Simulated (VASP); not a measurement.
Be15S16 (a cell with a defect): single point with PBE

The system is Be15S16 (a cell with a defect).

```xyz
31
Lattice="4.8761 4.8761 4.8761 -4.8761 -4.8761 4.8761 4.8761 -4.8761 -4.8761" Properties=species:S:1:pos:R:3 pbc="T T T"
Be   -0.0033   -0.0033   -0.0019
Be    4.8794   -2.4362    2.4348
Be    2.4362   -4.8794   -2.4413
Be    4.8794   -2.4399   -2.4348
Be   -2.4381   -2.4381    4.8761
Be    0.0033    0.0033    4.8743
Be    4.8729    2.4399    2.4413
Be    2.4381   -2.4381    4.8761
Be   -0.0033   -4.8729    0.0019
Be    2.4381   -2.4381    0.0000
Be    4.8794   -0.0033    0.0019
Be    2.4399   -4.8794    2.4413
Be   -2.4362   -4.8729    2.4348
Be   -0.0033   -2.4399    2.4348
Be    2.4362    0.0033    2.4413
S     6.0444   -1.1683    1.2698
S     3.6516   -3.6629   -3.6626
S     3.6516   -1.2132    3.6626
S     1.2132   -3.6516   -1.2136
S     3.6629   -1.2245   -1.2136
S     1.2245   -6.1006    1.2248
S     3.6629   -3.6516    1.2136
S     3.7078    3.7078    3.6063
S     1.2245   -1.2132    6.0897
S    -1.1683   -3.7078    1.2698
S     1.2132   -1.2245    1.2136
S     3.6516    1.2245    1.2248
S     1.2245   -3.6629    3.6626
S    -3.6516   -3.6516    3.6513
S    -1.2245   -1.2245    3.6513
S     1.1683    1.1683    3.6063
```

This cell differs from its parent crystal: atoms taken out, then relaxed in part.

- Program: VASP 6.6.1
- Task: single point
- Functional: PBE
- Potentials or basis: VASP PAW PBE potentials, release 64 (Be, S)
- Cutoff: 520 eV
- k mesh: 2 × 2 × 2, shifted
- Occupations: gaussian, width 0.01 eV
- Spin: collinear spin
- Starting moments: [0.0, 0.0, 0.0, 0.0, 0.0, 0.0, 0.0, 0.0, 0.0, 0.0, 0.0, 0.0, 0.0, 0.0, 0.0, 0.5, 0.0, 0.0, 0.0, 0.0, 0.0, 0.0, 0.5, 0.0, 0.5, 0.0, 0.0, 0.0, 0.0, 0.0, 0.5] μB
- Dipole correction: no
- Further INCAR settings: LREAL = Auto; ALGO = Normal; EDIFF = 1e-06; NBANDS = 88

```
Pressure                                              : 0.2 GPa
Largest force                                         : 0.027 eV/Å
Band gap on the k mesh                                : zero (filled and empty bands overlap)
Net moment                                            : 2.00 μB per cell
Site moments                                          : Be -0.00, +0.01 (each value once); S +0.23, +0.03 (each value once) μB
Valence electrons inside the program's atomic spheres : Be 1.03; S 3.77, 3.82 (each value once)
```

Forces in eV/Å, atoms in the order of the input:
```
Be  -0.019 -0.019 -0.005
Be   0.019  0.005 -0.019
Be  -0.005 -0.019 -0.019
Be   0.019 -0.005  0.019
Be   0.000  0.000  0.000
Be   0.019  0.019 -0.005
Be  -0.019  0.005  0.019
Be   0.000  0.000  0.000
Be  -0.019  0.019  0.005
Be   0.000  0.000  0.000
Be   0.019 -0.019  0.005
Be   0.005 -0.019  0.019
Be   0.005  0.019 -0.019
Be  -0.019 -0.005 -0.019
Be  -0.005  0.019  0.019
S    0.000  0.000  0.000
S   -0.003  0.015 -0.003
S   -0.003 -0.015  0.003
S    0.015  0.003  0.003
S   -0.015 -0.003  0.003
S    0.003 -0.003 -0.015
S   -0.015  0.003 -0.003
S    0.000  0.000  0.000
S    0.003 -0.015 -0.003
S    0.000  0.000  0.000
S    0.015 -0.003 -0.003
S   -0.003  0.003 -0.015
S    0.003  0.015  0.003
S    0.003  0.003  0.015
S   -0.003 -0.003  0.015
S    0.000  0.000  0.000
```

Levels at points of the mesh, in eV from the Fermi level:
Spin up:
```
           k point  band 61  band 62  band 63  band 64  band 65  band 66  band 67  band 68
(0.25, 0.25, 0.25)    -0.80    -0.34    -0.34    -0.34     4.57     4.57     4.57     4.58
```
Spin down:
```tsv
k point	band 59	band 60	band 61	band 62	band 63	band 64
(0.25, 0.25, 0.25)	-0.75	-0.75	-0.75	0.08	0.08	0.08
```

Wall time 3.6 min on 1 thread of Intel(R) Xeon(R) 6975P-C (Granite Rapids), with other jobs on the host, peak memory 0.78 GiB.

Caveat: the k points lie up to 0.46 Å⁻¹ apart; the cell differs from its parent crystal (atoms taken out, then relaxed in part).
